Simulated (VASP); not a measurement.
HfNb3F:

```xyz
5
Lattice="4.2631 0.0000 0.0000 0.0000 4.2631 0.0000 0.0000 0.0000 4.2631" Properties=species:S:1:pos:R:3 pbc="T T T"
Hf    0.0000    0.0000    0.0000
Nb    0.0000    2.1316    2.1316
Nb    2.1316    0.0000    2.1316
Nb    2.1316    2.1316    0.0000
F     2.1316    2.1316    2.1316
```

- Program: VASP 6.6.1
- Task: relaxation of cell and atoms
- Functional: PBE
- Potentials or basis: VASP PAW PBE potentials, release 64 (Hf_pv, Nb_sv, F)
- Cutoff: 600 eV
- k mesh: 4 × 4 × 4
- Occupations: gaussian, width 0.1 eV
- Spin: no spin polarisation

At the start: pressure 18.3 GPa; volume 15.50 Å³/atom.

Problem. How do energy, volume and symmetry change on relaxing?

Solution. Over 4 steps the energy falls by 82.9 meV/atom and the volume is 17.10 Å³/atom (+10.3 %); space group Pm-3m (No. 221, to 0.05 Å).

The path:
```tsv
step	energy change (eV)	largest force (eV/Å)	pressure (GPa)	volume (Å³)
1	0.0000	0.0000	18.30	77.48
2	0.3639	0.0000	-16.12	99.07
3	-0.4137	0.0000	-0.60	85.78
4	-0.4144	0.0000	-0.08	85.48
```

Final structure:
```xyz
5
Lattice="4.4052 0.0000 0.0000 0.0000 4.4052 0.0000 0.0000 0.0000 4.4052" Properties=species:S:1:pos:R:3 pbc="T T T"
Hf    0.0000    0.0000    0.0000
Nb    0.0000    2.2026    2.2026
Nb    2.2026    0.0000    2.2026
Nb    2.2026    2.2026    0.0000
F     2.2026    2.2026    2.2026
```

Caveat: the k points lie up to 0.36 Å⁻¹ apart in the final cell.
